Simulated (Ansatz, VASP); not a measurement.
## PbS in VASP and in Ansatz

```
Pb S
1.0
     2.97412   -2.95231   -0.04821
     2.97412    2.95231   -0.04821
    -1.28438    0.00000    6.12549
Pb S
2 2
Direct
  0.79271 0.79271 0.73568
  0.20729 0.20729 0.26432
  0.31022 0.31022 0.71250
  0.68978 0.68978 0.28750
```

Alike in both runs: functional PBE; dispersion D3(BJ); k mesh 6 × 6 × 2; occupations gaussian, width 0.02 eV; no spin polarisation.

Ansatz relaxed the structure, and its values are those at the end. VASP's run is a single point on that final structure, the one shown.

|  | VASP | Ansatz |
| --- | --- | --- |
| version | VASP 6.6.1 | Ansatz 0.2.0 |
| potentials or method | VASP PAW PBE potentials, release 64 (Pb_d, S), cutoff 520 eV | scalar-relativistic, plane waves, PAW |
| valence electrons in the cell | 40 | 40 |

VASP gave:

| Quantity | Value |
| --- | --- |
| gap on the k mesh at the Fermi level (eV) | 1.33 |
| least direct gap on the mesh (eV) | 1.64 |
| pressure (GPa) | -0.1 |
| rms of the force components (eV/Å) | 0.006 |

Problem. What did Ansatz give for the same quantities?

Solution. gap on the k mesh at the Fermi level (eV): 1.33; least direct gap on the mesh (eV): 1.64; pressure (GPa): 0.0; rms of the force components (eV/Å): 0.005.

The k mesh is coarse, so the values compare programs but aren't converged. Spin-orbit coupling is off throughout.
